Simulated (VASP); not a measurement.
## SnSe2: relaxation of cell and atoms with PBE

The system is SnSe2.

```
CELL_PARAMETERS angstrom
3.87167 0.00000 0.00000
-1.93584 3.35297 0.00000
0.00000 0.00000 6.97110
ATOMIC_POSITIONS crystal
Sn 0.00000 0.00000 0.00000
Se 0.66667 0.33333 0.77126
Se 0.33333 0.66667 0.22874
```

| Quantity | Value |
| --- | --- |
| Program | VASP 6.6.1 |
| Task | relaxation of cell and atoms |
| Functional | PBE |
| Potentials or basis | VASP PAW PBE potentials, release 64 (Sn_d, Se) |
| Cutoff | 600 eV |
| k mesh | 12 × 12 × 4 |
| Occupations | gaussian, width 0.02 eV |
| Spin | no spin polarisation |
| Dipole correction | no |
| Further INCAR settings | ALGO = Normal; EDIFF = 1e-06; IBRION = 2; EDIFFG = -0.005; NSW = 100; ISIF = 3 |

```json
{
 "Relaxed volume": "30.20 Å³/atom",
 "Relaxed cell": "a = 3.873 Å, b = 3.873 Å, c = 6.975 Å, α = 90.00°, β = 90.00°, γ = 120.00°",
 "Space group after relaxing (to 0.1 Å)": "P-3m1 (No. 164)",
 "Energy gained by relaxing": "0.0 meV/atom",
 "Ionic steps": "3",
 "Pressure after relaxing": "0.0 GPa",
 "Band gap on the k mesh": "0.69 eV (least direct gap 1.08 eV)"
}
```

Final structure:
```
Sn Se
1.0
     3.87302    0.00000    0.00000
    -1.93651    3.35413    0.00000
     0.00000    0.00000    6.97456
Sn Se
1 2
Direct
  0.00000 0.00000 0.00000
  0.66667 0.33333 0.77121
  0.33333 0.66667 0.22879
```

Levels at points of the mesh, in eV from the valence-band top:
```csv
k point,band 11,band 12,band 13,band 14,band 15,band 16
"(0.00, 0.00, 0.00)",-0.47,-0.12,-0.12,1.08,3.08,4.58
"(0.50, 0.00, 0.00)",-2.18,-0.79,-0.27,0.93,3.89,5.55
"(0.00, 0.00, 0.50)",-0.49,-0.08,-0.08,1.98,3.00,4.51
"(0.50, 0.00, 0.50)",-2.04,-0.63,-0.38,0.69,4.21,4.90
```

Wall time 5.3 min on 1 thread of Intel Xeon 8259CL (shared host), peak memory 0.33 GiB.

Caveat: spin-orbit coupling is left out, which moves the levels of the heavy elements; this functional lacks dispersion, which binds the layers, so the pressure and a relaxed spacing across them are unreliable. A k mesh can miss the band edges.
